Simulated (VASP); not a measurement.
# Al4CoNi3 (Im-3m) in VASP: single point with PBE

Aim: the single point of Al4CoNi3 with PBE.

All numbers are computed with VASP 6.6.1; they aren't measurements. Logs are shortened: lines on timing, memory, paths and dates and some standing lists are left out, and cuts for length are marked.

## 1. The cell of the first run

Symmetry: Im-3m, No. 229, cubic system. Conventional cell: a = 5.774 Å, b = 5.774 Å, c = 5.774 Å, α = 90.00°, β = 90.00°, γ = 90.00°. Within 3.3 Å of Al (site symmetry -3m) lie 6 Ni at 2.50 Å and 2 Co at 2.50 Å and 6 Al at 2.89 Å. Within 3.3 Å of Ni (site symmetry 4/mmm) lie 8 Al at 2.50 Å and 4 Ni at 2.89 Å and 2 Co at 2.89 Å. Co (site symmetry m-3m) has 8 Al at 2.50 Å and 6 Ni at 2.89 Å within 3.3 Å.

## 2. Single point, PBE, collinear spin, ferromagnetic start

The input, POSCAR:

```
Al4CoNi3
1.0
   -2.8867732000      2.8867732000      2.8867732000
    2.8867732000     -2.8867732000      2.8867732000
    2.8867732000      2.8867732000     -2.8867732000
Al Ni Co
4 3 1
Direct
    0.0000000000      0.5000000000      0.0000000000
    0.5000000000      0.5000000000      0.5000000000
    0.0000000000      0.0000000000      0.5000000000
    0.5000000000      0.0000000000      0.0000000000
    0.5000000000      0.0000000000      0.5000000000
    0.5000000000      0.5000000000      0.0000000000
    0.0000000000      0.5000000000      0.5000000000
    0.0000000000      0.0000000000      0.0000000000
```

The input, INCAR.step1:

```
SYSTEM = Al4CoNi3
ALGO = Normal ; EDIFF = 1E-6
ENCUT = 520 ; GGA = PE
ISIF = 2 ; ISMEAR = 0
ISPIN = 2 ; LASPH = .TRUE.
LCHARG = .TRUE. ; LMAXMIX = 4
LREAL = .FALSE. ; LWAVE = .FALSE.
MAGMOM = 0 0 0 0 0 0 0 0.82 ; NBANDS = 40
NELM = 150 ; PREC = Accurate
SIGMA = 0.1
```

The input, KPOINTS.step1:

```
k-points
0
G
  10 10 10
  0 0 0
```

The input, INCAR.step2:

```
SYSTEM = Al4CoNi3
ALGO = Normal ; EDIFF = 1E-6
ENCUT = 520 ; GGA = PE
ICHARG = 11 ; ISIF = 2
ISMEAR = -5 ; ISPIN = 2
LASPH = .TRUE. ; LCHARG = .FALSE.
LMAXMIX = 4 ; LORBIT = 11
LREAL = .FALSE. ; LWAVE = .FALSE.
MAGMOM = 0 0 0 0 0 0 0 0.82 ; NBANDS = 40
NEDOS = 1001 ; NELM = 150
PREC = Accurate ; SIGMA = 0.1
```

The input, KPOINTS.step2:

```
k-points
0
G
  15 15 15
  0 0 0
```

Potentials or basis: VASP PAW PBE potentials, release 64 (Al, Ni, Co).

Run with:

```
$ cat potpaw_PBE.64/Al/POTCAR potpaw_PBE.64/Ni/POTCAR potpaw_PBE.64/Co/POTCAR > POTCAR
$ cp INCAR.step1 INCAR
$ cp KPOINTS.step1 KPOINTS
$ mpirun -np 1 vasp_std > vasp.out
$ cp INCAR.step2 INCAR
$ cp KPOINTS.step2 KPOINTS
$ mpirun -np 1 vasp_std > vasp.out
```

OUTCAR:

```text
SYSTEM = Al4CoNi3
   EDIFF = 1E-6
   ENCUT = 520
   GGA = PE
   ICHARG = 11
   ISIF = 2
   ISMEAR = -5
   ISPIN = 2
   LASPH = .TRUE.
   LORBIT = 11
   LREAL = .FALSE.
   NELM = 150
   PREC = Accurate

 ion  position               nearest neighbor table
   1  0.000  0.500  0.000-   5 2.50   6 2.50   7 2.50   8 2.50   7 2.50   8 2.50   6 2.50   5 2.50
                             4 2.89   3 2.89   2 2.89   2 2.89   4 2.89   3 2.89
   2  0.500  0.500  0.500-   5 2.50   6 2.50   7 2.50   8 2.50   6 2.50   5 2.50   7 2.50   8 2.50
                             4 2.89   4 2.89   1 2.89   1 2.89   3 2.89   3 2.89
   3  0.000  0.000  0.500-   5 2.50   6 2.50   7 2.50   8 2.50   8 2.50   7 2.50   5 2.50   6 2.50
                             4 2.89   1 2.89   1 2.89   4 2.89   2 2.89   2 2.89
   4  0.500  0.000  0.000-   5 2.50   6 2.50   7 2.50   8 2.50   5 2.50   6 2.50   8 2.50   7 2.50
                             3 2.89   2 2.89   1 2.89   3 2.89   1 2.89   2 2.89
   5  0.500  0.000  0.500-   1 2.50   2 2.50   3 2.50   4 2.50   4 2.50   2 2.50   3 2.50   1 2.50
                             7 2.89   6 2.89   8 2.89   8 2.89   7 2.89   6 2.89
   6  0.500  0.500  0.000-   1 2.50   2 2.50   3 2.50   4 2.50   2 2.50   4 2.50   1 2.50   3 2.50
                             7 2.89   5 2.89   8 2.89   7 2.89   8 2.89   5 2.89
   7  0.000  0.500  0.500-   1 2.50   2 2.50   3 2.50   4 2.50   1 2.50   3 2.50   2 2.50   4 2.50
                             6 2.89   8 2.89   8 2.89   6 2.89   5 2.89   5 2.89
   8  0.000  0.000  0.000-   1 2.50   2 2.50   3 2.50   4 2.50   3 2.50   1 2.50   4 2.50   2 2.50
                             6 2.89   7 2.89   7 2.89   5 2.89   6 2.89   5 2.89

  LATTYP: Found a body centered cubic cell.
 ALAT       =     5.7735464000

  Lattice vectors:

 A1 = (  -2.8867732000,   2.8867732000,   2.8867732000)
 A2 = (   2.8867732000,  -2.8867732000,   2.8867732000)
 A3 = (   2.8867732000,   2.8867732000,  -2.8867732000)

Analysis of symmetry for initial positions (statically):
=====================================================================
 Subroutine PRICEL returns:
 Original cell was already a primitive cell.

 Routine SETGRP: Setting up the symmetry group for a
 body centered cubic supercell.

 Subroutine GETGRP returns: Found 48 space group operations
 (whereof 48 operations were pure point group operations)
 out of a pool of 48 trial point group operations.

The static configuration has the point symmetry O_h .

Analysis of symmetry for dynamics (positions and initial velocities):
=====================================================================
 Subroutine PRICEL returns:
 Original cell was already a primitive cell.

 Routine SETGRP: Setting up the symmetry group for a
 body centered cubic supercell.

 Subroutine GETGRP returns: Found 48 space group operations
 (whereof 48 operations were pure point group operations)
 out of a pool of 48 trial point group operations.

The dynamic configuration has the point symmetry O_h .

Analysis of structural, dynamic, and magnetic symmetry:
=====================================================================
 Subroutine PRICEL returns:
 Original cell was already a primitive cell.

 Routine SETGRP: Setting up the symmetry group for a
 body centered cubic supercell.

 Subroutine GETGRP returns: Found 48 space group operations
 (whereof 48 operations were pure point group operations)
 out of a pool of 48 trial point group operations.

The overall configuration has the point symmetry O_h .

 Subroutine INISYM returns: Found 48 space group operations
 (whereof 48 operations are pure point group operations),
 and found     1 'primitive' translations

----------------------------------------------------------------------------------------

                                     Primitive cell

  volume of cell :      96.2272

  direct lattice vectors                    reciprocal lattice vectors
    -2.886773200  2.886773200  2.886773200     0.000000000  0.173203770  0.173203770
     2.886773200 -2.886773200  2.886773200     0.173203770  0.000000000  0.173203770
     2.886773200  2.886773200 -2.886773200     0.173203770  0.173203770  0.000000000

  length of vectors
     5.000037852  5.000037852  5.000037852     0.244947120  0.244947120  0.244947120

  position of ions in fractional coordinates (direct lattice)
     0.000000000  0.500000000  0.000000000
     0.500000000  0.500000000  0.500000000
     0.000000000  0.000000000  0.500000000
     0.500000000  0.000000000  0.000000000
     0.500000000  0.000000000  0.500000000
     0.500000000  0.500000000  0.000000000
[... 80 lines left out ...]
   ICHARG =     11    charge: 1-file 2-atom 10-const
   ISPIN  =      2    spin polarized calculation?
   LNONCOLLINEAR =      F non collinear calculations
   LSORBIT =      F    spin-orbit coupling
   LASPH  =      T    aspherical Exc in radial PAW
   ENCUT  =  520.0 eV  38.22 Ry    6.18 a.u.   9.30  9.30  9.30*2*pi/ulx,y,z
   NELM   =    150;   NELMIN=  2; NELMDL=  0     # of ELM steps
   EDIFF  = 0.1E-05   stopping-criterion for ELM
   LREAL  =      F    real-space projection
   EDIFFG = 0.1E-04   stopping-criterion for IOM
   NSW    =      0    number of steps for IOM
   IBRION =     -1    ionic relax: 0-MD 1-quasi-New 2-CG
   NFREE  =      0    steps in history (QN), initial steepest desc. (CG)
   ISIF   =      2    stress and relaxation
   ISYM   =      2    0-nonsym 1-usesym 2-fastsym
   POTIM  = 0.5000    time-step for ionic-motion
   TEBEG  =    0.0;   TEEND  =   0.0 temperature during run
   PSTRESS=    0.0 pullay stress
   NELECT =      51.0000    total number of electrons
   NUPDOWN=      -1.0000    fix difference up-down
   EMIN   =  10.00;   EMAX   =-10.00  energy-range for DOS
   EFERMI =   0.00;   METHOD = LEGACY
   ISMEAR =    -5;   SIGMA  =   0.10  broadening in eV -4-tet -1-fermi 0-gaus
   EFERMI_NEDOS =   21; number of points for ismear=-14 and -15
   IALGO  =     38    algorithm
   IMIX   =      4    mixing-type and parameters
     AMIX     =   0.40;   BMIX     =  1.00
     AMIX_MAG =   1.60;   BMIX_MAG =  1.00
  volume/ion in A,a.u.               =      12.03        81.17
  Fermi-wavevector in a.u.,A,eV,Ry     =   1.324846  2.503597 23.881194  1.755218
  Thomas-Fermi vector in A             =   2.454351
   LORBIT       =     11    0 simple, 1 ext, 2 COOP (PROOUT), +10 PAW based schemes
   GGA     = PE    functional components
   LHFCALC =     F    Hartree Fock is set to
   AEXX    =    0.0000 exact exchange contribution
   IVDW    =     0    specifies the selected vdW correction
   LEPSILON=     F    determine dielectric tensor
   LRPA    =     F    only Hartree local field effects (RPA)
 spin polarized calculation
 Fermi weights with tetrahedron method with Bloechl corrections
  energy-cutoff  :      520.00
  volume of cell :       96.23
 maximum number of plane-waves:      2610
 NGX is ok and might be reduce to    40

 number of electron      51.0000039 magnetization       0.9440886

 Free energy of the ion-electron system (eV)
  ---------------------------------------------------
  ext. energy  EPLUGINS =         0.00000000
  ---------------------------------------------------
  free energy    TOTEN  =       -43.50281133 eV

  energy without entropy =      -43.50281133  energy(sigma->0) =      -43.50281133

 E-fermi :  10.0172     XC(G=0): -12.0348

 val. band max:       10.1641314792   @ k =  -0.3333   0.3333   0.2667
 cond. band min:      10.0171573920   @ k =  -0.4667   0.4667   0.2000
 fundamental gap:     -0.1469740872
 Fermi energy:        10.0172448823

 spin component 1

 k-point     1 :       0.0000    0.0000    0.0000
  band No.  band energies     occupation
      1      -1.0496      1.00000
      2       4.7129      1.00000
      3       4.7129      1.00000
      4       4.7129      1.00000
      5       6.6042      1.00000
      6       6.6042      1.00000
[... 949 lines left out ...]
     36      16.5585      0.00000
     37      16.5595      0.00000

 [... further k-points ...]

 spin component 2

 k-point     1 :       0.0000    0.0000    0.0000
  band No.  band energies     occupation
      1      -1.0454      1.00000
      2       4.7608      1.00000
      3       4.7608      1.00000
      4       4.7608      1.00000
      5       6.7271      1.00000
      6       6.7271      1.00000
[... 949 lines left out ...]
     36      16.5999      0.00000
     37      16.6158      0.00000

 [... further k-points ...]

 [bands above 37 left out]

------------------------ aborting loop because EDIFF is reached ----------------------------------------

  FORCE on cell =-STRESS in cart. coord.  units (eV):
  Direction    XX          YY          ZZ          XY          YZ          ZX
  --------------------------------------------------------------------------------------
  -------------------------------------------------------------------------------------
  Total        0.4889973      0.4889973      0.4889973     -0.0000000     -0.0000000     -0.0000000
  in kB        8.1417735      8.1417735      8.1417735     -0.0000000     -0.0000000     -0.0000000
  external PRESSURE =       8.1417735 kB  Pullay stress =       0.0000000 kB

 VOLUME and BASIS-vectors are now :
 -----------------------------------------------------------------------------
  energy-cutoff  :      520.00
  volume of cell :       96.23
      direct lattice vectors                 reciprocal lattice vectors
    -2.886773200  2.886773200  2.886773200     0.000000000  0.173203770  0.173203770
     2.886773200 -2.886773200  2.886773200     0.173203770  0.000000000  0.173203770
     2.886773200  2.886773200 -2.886773200     0.173203770  0.173203770  0.000000000

 POSITION                                       TOTAL-FORCE (eV/Angst)
 -----------------------------------------------------------------------------------
      1.44339     -1.44339      1.44339        -0.000000      0.000000     -0.000000
      1.44339      1.44339      1.44339        -0.000000      0.000000     -0.000000
      1.44339      1.44339     -1.44339        -0.000000      0.000000     -0.000000
     -1.44339      1.44339      1.44339        -0.000000      0.000000     -0.000000
      0.00000      2.88677      0.00000         0.000000     -0.000000     -0.000000
      0.00000      0.00000      2.88677         0.000000     -0.000000      0.000000
      2.88677      0.00000      0.00000        -0.000000      0.000000      0.000000
      0.00000      0.00000      0.00000        -0.000000      0.000000     -0.000000
 -----------------------------------------------------------------------------------
    total drift:                               -0.000000     -0.000000      0.000000

  FREE ENERGIE OF THE ION-ELECTRON SYSTEM (eV)
  ---------------------------------------------------
  free  energy   TOTEN  =       -43.5028113331 eV

  energy  without entropy=      -43.5028113331  energy(sigma->0) =      -43.50281133

 total charge

# of ion       s       p       d       tot
------------------------------------------
    1        0.385   0.412   0.000   0.797
    2        0.385   0.412   0.000   0.797
    3        0.385   0.412   0.000   0.797
    4        0.385   0.412   0.000   0.797
    5        0.472   0.513   8.466   9.451
    6        0.472   0.513   8.466   9.451
    7        0.472   0.513   8.466   9.451
    8        0.429   0.475   7.477   8.381
--------------------------------------------------
tot          3.386   3.661  32.876  39.923

 magnetization (x)

# of ion       s       p       d       tot
------------------------------------------
    1       -0.001   0.001   0.000   0.000
    2       -0.001   0.001   0.000   0.000
    3       -0.001   0.001   0.000   0.000
    4       -0.001   0.001   0.000   0.000
    5        0.004  -0.000   0.077   0.081
    6        0.004  -0.000   0.077   0.081
    7        0.004  -0.000   0.077   0.081
    8        0.008   0.003   0.708   0.720
--------------------------------------------------
tot          0.018   0.007   0.939   0.965
```

Run time: 20 min. Hardware: 1 thread of Oxide Virtual Turin-like, shared host; peak memory 0.72 GiB.

What came out:

```
Net moment                                            : 0.94 μB per cell
Site moments                                          : Al +0.00; Ni +0.08; Co +0.72 μB
Valence electrons inside the program's atomic spheres : Al 0.80; Ni 9.45; Co 8.38
```

Caveat: tetrahedron occupations give inexact forces and stress in metals.
